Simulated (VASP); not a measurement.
# Sb (P6_3/mmc) in VASP: notebook, part 2 of 2

VASP 6.6.1. Earlier steps stand in the parts before.

## Step 4: Electric field gradients, PBE

This run uses another cell than the first one, of 27.44 Å³/atom.

Contents of INCAR:

```
SYSTEM = Sb
ALGO = Normal
EDIFF = 1E-8
ENCUT = 520
GGA = PE
ISIF = 2
ISMEAR = -1
LASPH = .TRUE.
LCHARG = .FALSE.
LEFG = .TRUE.
LREAL = .FALSE.
LWAVE = .FALSE.
NBANDS = 12
NELM = 100
PREC = Accurate
SIGMA = 0.05
```

Contents of KPOINTS:

```
k-points
0
G
  13 13 7
  0 0 0
```

Contents of POSCAR:

```
Sb
1.0
    3.4565403489      0.0000000000      0.0000000000
   -1.7282701744      2.9934517514      0.0000000000
    0.0000000000      0.0000000000      5.3039431542
Sb
2
Direct
    0.3333333333      0.6666666667      0.2500000000
    0.6666666667      0.3333333333      0.7500000000
```

Potentials or basis: VASP PAW PBE potentials, release 64 (Sb).

Command:

```console
$ cat potpaw_PBE.64/Sb/POTCAR > POTCAR
$ mpirun -np 1 vasp_std > vasp.out
```

OUTCAR:

```text
SYSTEM = Sb
   EDIFF = 1E-8
   ENCUT = 520
   GGA = PE
   ISIF = 2
   ISMEAR = -1
   LASPH = .TRUE.
   LREAL = .FALSE.
   NELM = 100
   PREC = Accurate

 ion  position               nearest neighbor table
   1  0.333  0.667  0.250-   2 3.32   2 3.32   2 3.32   2 3.32   2 3.32   2 3.32
   2  0.667  0.333  0.750-   1 3.32   1 3.32   1 3.32   1 3.32   1 3.32   1 3.32

  LATTYP: Found a hexagonal cell.
 ALAT       =     3.4565403489
 C/A-ratio  =     1.5344658586

  Lattice vectors:

 A1 = (   3.4565403489,   0.0000000000,   0.0000000000)
 A2 = (  -1.7282701744,   2.9934517514,   0.0000000000)
 A3 = (   0.0000000000,   0.0000000000,   5.3039431542)

Analysis of symmetry for initial positions (statically):
=====================================================================
 Subroutine PRICEL returns:
 Original cell was already a primitive cell.

 Routine SETGRP: Setting up the symmetry group for a
 hexagonal supercell.

 Subroutine GETGRP returns: Found 24 space group operations
 (whereof 12 operations were pure point group operations)
 out of a pool of 24 trial point group operations.

The static configuration has the point symmetry D_3d.
 The point group associated with its full space group is D_6h.

Analysis of symmetry for dynamics (positions and initial velocities):
=====================================================================
 Subroutine PRICEL returns:
 Original cell was already a primitive cell.

 Routine SETGRP: Setting up the symmetry group for a
 hexagonal supercell.

 Subroutine GETGRP returns: Found 24 space group operations
 (whereof 12 operations were pure point group operations)
[... 507 lines left out ...]
      3       3.8560      2.00000
      4       8.4904      0.03191
      5      10.1541      0.00000
      6      10.9379      0.00000
      7      12.8144      0.00000
      8      12.9192      0.00000
      9      14.9960      0.00000
     10      17.1857      0.00000
     11      17.4659      0.00000
     12      17.9109      0.00000

 [... further k-points ...]

------------------------ aborting loop because EDIFF is reached ----------------------------------------

  FORCE on cell =-STRESS in cart. coord.  units (eV):
  Direction    XX          YY          ZZ          XY          YZ          ZX
  --------------------------------------------------------------------------------------
  -------------------------------------------------------------------------------------
  Total       -0.0504503     -0.0504503     -0.0614837     -0.0000000     -0.0000000     -0.0000000
  in kB       -1.4728591     -1.4728591     -1.7949722     -0.0000000     -0.0000000     -0.0000000
  external PRESSURE =      -1.5802301 kB  Pullay stress =       0.0000000 kB

 VOLUME and BASIS-vectors are now :
 -----------------------------------------------------------------------------
  energy-cutoff  :      520.00
  volume of cell :       54.88
      direct lattice vectors                 reciprocal lattice vectors
     3.456540349  0.000000000  0.000000000     0.289306618  0.167031254  0.000000000
    -1.728270174  2.993451751  0.000000000     0.000000000  0.334062508  0.000000000
     0.000000000  0.000000000  5.303943154     0.000000000  0.000000000  0.188538974

 POSITION                                       TOTAL-FORCE (eV/Angst)
 -----------------------------------------------------------------------------------
     -0.00000      1.99563      1.32599         0.000000     -0.000000      0.000000
      1.72827      0.99782      3.97796        -0.000000      0.000000      0.000000
 -----------------------------------------------------------------------------------
    total drift:                               -0.000000      0.000000      0.000000

  FREE ENERGIE OF THE ION-ELECTRON SYSTEM (eV)
  ---------------------------------------------------
  free  energy   TOTEN  =        -7.7304473847 eV

  energy  without entropy=       -7.7190778242  energy(sigma->0) =       -7.72476260

 Electric field gradients (V/A^2)
---------------------------------------------------------------------
 ion       V_xx      V_yy      V_zz      V_xy      V_xz      V_yz
---------------------------------------------------------------------
   1      -8.378    -8.378    16.755     0.000     0.000    -0.000
   2      -8.378    -8.378    16.755     0.000    -0.000     0.000
---------------------------------------------------------------------

 Electric field gradients after diagonalization (V/A^2)
 (convention: |V_zz| > |V_xx| > |V_yy|)
----------------------------------------------------------------------
 ion       V_xx      V_yy      V_zz     asymmetry (V_yy - V_xx)/ V_zz
----------------------------------------------------------------------
   1      -8.378    -8.377    16.755       0.000
   2      -8.378    -8.377    16.755       0.000
----------------------------------------------------------------------

           NMR quadrupolar parameters

 Cq : quadrupolar parameter    Cq=e*Q*V_zz/h
 eta: asymmetry parameters     (V_yy - V_xx)/ V_zz
 Q  : nuclear electric quadrupole moment in mb (millibarn)
----------------------------------------------------------------------
 ion       Cq(MHz)       eta       Q (mb)
----------------------------------------------------------------------
   1       0.041       0.000       1.000
   2       0.041       0.000       1.000
----------------------------------------------------------------------
```

Run time: 65 s. Hardware: 1 thread of Intel Xeon 8259CL, shared host; peak memory 0.21 GiB.

What came out:

```yaml
Free_energy: -7.7304 eV
Pressure: -0.2 GPa
Band_gap_on_the_k_mesh: zero (bands 5 and 6 overlap by 6.05 eV)
Largest_electric_field_gradient_by_atom: Sb +16.8 V/Å²
```

Levels at points of the mesh, in eV from the Fermi level:
```csv
k point,band 1,band 2,band 3,band 4,band 5,band 6,band 7,band 8,band 9,band 10
"(0.00, 0.00, 0.00)",-12.80,-8.56,-5.58,2.81,2.81,4.63,4.63,6.02,6.83,8.56
```

Electric field gradients, principal values (V/Å²):
| atom | least | middle | greatest (by size) |
| --- | --- | --- | --- |
| 1 Sb | -8.377 | -8.378 | 16.755 |
| 2 Sb | -8.377 | -8.378 | 16.755 |

Caveat: without QUAD_EFG the Cq values of the log hold for a quadrupole moment of 1 mb, not for the nuclei; spin-orbit coupling is left out, which moves the levels of the heavy elements.

## Step 5: The runs side by side

| cell | gap on the mesh (eV) | pressure (GPa) |
| --- | --- | --- |
| a = 3.387, b = 3.387, c = 5.197 Å, angles 90.0, 90.0, 120.0°, 2 atoms | none | 3.9 |
| a = 3.422, b = 3.422, c = 5.250 Å, angles 90.0, 90.0, 120.0°, 2 atoms | none | 1.7 |
| a = 3.457, b = 3.457, c = 5.304 Å, angles 90.0, 90.0, 120.0°, 2 atoms | none | -0.2 |

Alike in all rows: task electric field gradients; level PBE; potentials or basis VASP PAW PBE potentials, release 64 (Sb); no spin polarisation; k mesh 13 × 13 × 7; cutoff (eV) 520; smearing fermi-dirac 0.05 eV.

Caveats: spin-orbit coupling is left out, which moves the levels of the heavy elements; the cell stands under pressure (at least some runs).

Absolute energies hang on the potentials; compare differences alone.
